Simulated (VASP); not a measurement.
Input of a VASP 6.6.1 run:

The input INCAR:

```
SYSTEM = Si
PREC = Accurate
ENCUT = 520
EDIFF = 1E-6
ISMEAR = 0
SIGMA = 0.05
LREAL = .FALSE.
LASPH = .TRUE.
NELM = 80
ALGO = Normal
ISIF = 2
LWAVE = .FALSE.
LCHARG = .FALSE.
LDIPOL = .TRUE.
IDIPOL = 3
DIPOL = 0.5 0.5 0.499
GGA = PE
NBANDS = 21
```

Contents of KPOINTS:

```
regular mesh
0
G
  9 9 1
  0 0 0
```

POSCAR

```
Si
1.0
    3.8512806261      0.0000000000      0.0000000000
   -1.9256403131      3.3353068593      0.0000000000
    0.0000000000      0.0000000000     21.1661364574
Si
6
Direct
    0.6666666667      0.3333333333      0.3307169456
    0.3333333333      0.6666666667      0.3685657865
    0.3333333333      0.6666666667      0.4810755795
    0.6666666667      0.3333333333      0.5171944634
    0.6666666667      0.3333333333      0.6312584228
    0.3333333333      0.6666666667      0.6629794719
```

Potentials or basis: VASP PAW PBE potentials, release 64 (Si).

Run with:

```bash
$ cat potpaw_PBE.64/Si/POTCAR > POTCAR
$ mpirun -np 1 vasp_std > vasp.out
```

Problem. Estimate the largest force.

Solution. 0.658 eV/Å.

Problem. Predict the band gap on the k mesh.

Solution. Zero (bands 12 and 13 overlap by 0.06 eV).

Forces on the atoms (eV/Å):
```
Si   0.000  0.000  0.571
Si   0.000  0.000 -0.658
Si   0.000  0.000  0.103
Si   0.000  0.000 -0.002
Si   0.000  0.000 -0.009
Si   0.000  0.000 -0.005
```
